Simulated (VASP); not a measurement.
Set up this calculation in VASP 6.6.1, as the native input.

```yaml
Task: electric field gradients
Functional: LDA
Potentials_or_basis: VASP PAW LDA potentials, release 64 (V_sv, Re)
Cutoff: 520 eV
k_mesh: 14 × 14 × 9
Occupations: fermi-dirac, width 0.05 eV
Spin: no spin polarisation
Dipole_correction: no
Further_INCAR_settings: ALGO = Normal; EDIFF = 1e-08; NBANDS = 17
```

The structure of VRe lies in POSCAR:

```
VRe
1.0
    1.3848214486     -1.9901959528      0.0000000000
    1.3848214486      1.9901959528      0.0000000000
    0.0000000000      0.0000000000      3.8134853281
V Re
1 1
Direct
    0.5000000000      0.5000000000      0.5000000000
    0.0000000000      0.0000000000      0.0000000000
```

This cell differs from its parent crystal: volume scaled by 0.75.

The input as run:

INCAR

```
SYSTEM = VRe
  PREC = Accurate
  ENCUT = 520
  EDIFF = 1E-8
  ISMEAR = -1
  SIGMA = 0.05
  LREAL = .FALSE.
  LASPH = .TRUE.
  NELM = 80
  ALGO = Normal
  ISIF = 2
  LWAVE = .FALSE.
  LCHARG = .FALSE.
  LEFG = .TRUE.
  NBANDS = 17
```

KPOINTS

```
Automatic mesh
0
G
  14 14 9
  0 0 0
```

Potentials or basis: VASP PAW LDA potentials, release 64 (V_sv, Re).

Command:

```bash
$ cat potpaw_LDA.64/V_sv/POTCAR potpaw_LDA.64/Re/POTCAR > POTCAR
$ mpirun -np 1 vasp_std > vasp.out
```

It gave:

```
Pressure               : 136.3 GPa
Band gap on the k mesh : zero (band 10 reaches 16.07 eV, above the bottom of band 11 at 12.33 eV)
```

Caveat: without QUAD_EFG the Cq values of the log hold for a quadrupole moment of 1 mb, not for the nuclei; spin-orbit coupling is left out, which moves the levels of the heavy elements.

Run time: 88 s on 1 thread of Intel(R) Xeon(R) Platinum 8488C (Sapphire Rapids), on a shared host, peak memory 0.21 GiB.
